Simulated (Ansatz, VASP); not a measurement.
## One calculation of Ta4C3, two programs

```
Ta C
1.0
     4.44528    0.00000    0.00000
     0.00000    4.44528    0.00000
     0.00000    0.00000    4.44528
Ta C
4 3
Direct
  0.00000 0.50000 0.50000
  0.50000 0.00000 0.50000
  0.50000 0.50000 0.00000
  0.00000 0.00000 0.00000
  0.50000 0.00000 0.00000
  0.00000 0.50000 0.00000
  0.00000 0.00000 0.50000
```

Alike in both runs: task relaxation of cell and atoms; functional PBEsol; k mesh 4 × 4 × 4; occupations gaussian, width 0.1 eV; no spin polarisation.

|  | VASP | Ansatz |
| --- | --- | --- |
| version | VASP 6.6.1 | Ansatz 0.2.0 |
| potentials or method | VASP PAW PBE potentials, release 64 (Ta_pv, C), cutoff 600 eV | scalar-relativistic, plane waves, PAW |
| valence electrons in the cell | 56 | 64 |

|  | VASP | Ansatz | Ansatz less VASP |
| --- | --- | --- | --- |
| gap on the k mesh at the Fermi level, each at its own relaxed structure (eV) | none | none | - |
| relaxed volume (Å³/atom) | 12.22 | 12.21 | -0.017 |
| relaxed cell length with the largest relative difference (Å) | 4.407 | 4.404 | -0.0021 |

VASP's potentials were made for PBE, not for PBEsol. A gap of «none» marks a metal or a gap that the smearing closes. VASP's potentials hold 56 valence electrons a cell and Ansatz's 64, so a difference there can come from the potentials and not from the codes.

Spin-orbit coupling is off throughout.
